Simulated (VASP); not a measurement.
Crystal: MoSe2.

```xyz
6
Lattice="3.2762 0.0000 0.0000 -1.6381 2.8373 0.0000 0.0000 0.0000 12.7318" Properties=species:S:1:pos:R:3 pbc="T T T"
Mo    0.0000    1.8915    3.1829
Mo    1.6381    0.9458    9.5488
Se    0.0000    1.8915    7.8743
Se    1.6381    0.9458    1.5084
Se    0.0000    1.8915   11.2234
Se    1.6381    0.9458    4.8575
```

```yaml
Program: VASP 6.6.1
Task: relaxation of cell and atoms
Functional: LDA
Potentials_or_basis: VASP PAW LDA potentials, release 64 (Mo_sv, Se)
Cutoff: 500 eV
k_mesh: 12 × 12 × 2
Occupations: gaussian, width 0.02 eV
Spin: no spin polarisation
```

At the start: pressure -3.0 GPa; volume 19.72 Å³/atom.

Question: Where does the relaxation end?

Answer: Over 14 steps the energy falls by 4.5 meV/atom and the volume is 19.45 Å³/atom (-1.4 %); space group P6_3/mmc (No. 194, to 0.05 Å).

Step by step:
```
step  energy change (eV)  largest force (eV/Å)  pressure (GPa)  volume (Å³)
   1              0.0000                0.3841           -3.04       118.35
   2              0.0827                0.8713            6.87       112.05
   3             -0.0255                0.0021           -0.08       116.23
   4             -0.0255                0.0059           -0.02       116.19
   5             -0.0262                0.0202            0.06       116.08
   6             -0.0263                0.0263            0.07       116.05
   7             -0.0264                0.0290            0.01       116.17
   8             -0.0267                0.0351           -0.11       116.43
   9             -0.0267                0.0476           -0.36       116.96
  10             -0.0268                0.0404           -0.21       116.66
  11             -0.0268                0.0346           -0.19       116.67
  12             -0.0269                0.0173           -0.10       116.70
  13             -0.0270                0.0169            0.07       116.76
  14             -0.0270                0.0008            0.00       116.73
```

Final structure:
```cif
data_structure
_symmetry_space_group_name_H-M 'P 1'
_symmetry_Int_Tables_number 1
_cell_length_a 3.2522
_cell_length_b 3.2522
_cell_length_c 12.7434
_cell_angle_alpha 90.000
_cell_angle_beta 90.000
_cell_angle_gamma 120.000
_cell_volume 116.73
loop_
_atom_site_label
_atom_site_type_symbol
_atom_site_fract_x
_atom_site_fract_y
_atom_site_fract_z
_atom_site_occupancy
Mo1 Mo 0.33333 0.66667 0.25000 1
Mo2 Mo 0.66667 0.33333 0.75000 1
Se1 Se 0.33333 0.66667 0.61971 1
Se2 Se 0.66667 0.33333 0.11971 1
Se3 Se 0.33333 0.66667 0.88029 1
Se4 Se 0.66667 0.33333 0.38029 1
```
